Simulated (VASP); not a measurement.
Set up this calculation in VASP 6.6.1, as the native input.

* Task: single point
* Functional: PBE
* Potentials or basis: VASP PAW PBE potentials, release 64 (K_sv, Ba_sv, F_h)
* Cutoff: 1350 eV
* k mesh: 3 × 3 × 6
* Occupations: gaussian, width 0.1 eV
* Spin: no spin polarisation
* Dipole correction: no
* Further INCAR settings: ALGO = Normal; EDIFF = 1e-06; NBANDS = 46

The structure of K3BaF5 lies in POSCAR:

```
K3BaF5
1.0
    7.9913322203      0.0000000000      0.0000000000
   -3.9956661101      6.9206967129      0.0000000000
    0.0000000000      0.0000000000      3.5199164081
K Ba F
3 1 5
Direct
    0.4844911111      0.0000000000      0.5000000000
    0.5155088889      0.5155088889      0.5000000000
    0.0000000000      0.4844911111      0.5000000000
    0.0000000000      0.0000000000      0.5000000000
    0.2296879427      0.0000000000      0.0000000000
    0.0000000000      0.2296879427      0.0000000000
    0.6666666667      0.3333333333      0.0000000000
    0.3333333333      0.6666666667      0.0000000000
    0.7703120573      0.7703120573      0.0000000000
```

The cell was generated, and may not be a known phase.

The input as run:

INCAR

```
PREC = Accurate
ENCUT = 1350
EDIFF = 1E-6
ISMEAR = 0
SIGMA = 0.1
LREAL = F
LASPH = T
NELM = 120
ALGO = Normal
ISIF = 2
LWAVE = F
LCHARG = F
GGA = PE
NBANDS = 46
GGA_COMPAT = F
```

KPOINTS

```
regular mesh
0
Gamma
  3 3 6
```

Potentials or basis: VASP PAW PBE potentials, release 64 (K_sv, Ba_sv, F_h).

Run with:

```bash
$ cat potpaw_PBE.64/K_sv/POTCAR potpaw_PBE.64/Ba_sv/POTCAR potpaw_PBE.64/F_h/POTCAR > POTCAR
$ mpirun -np 1 vasp_std > vasp.out
```

Results of the run:

```yaml
Pressure: 0.6 GPa
Largest_force: 0.161 eV/Å
Band_gap_on_the_k_mesh: 4.19 eV
```

Caveat: spin-orbit coupling is left out, which moves the levels of the heavy elements.

It took 7.3 min on 1 thread of Intel(R) Xeon(R) Platinum 8488C (Sapphire Rapids), on a shared host, peak memory 0.96 GiB.
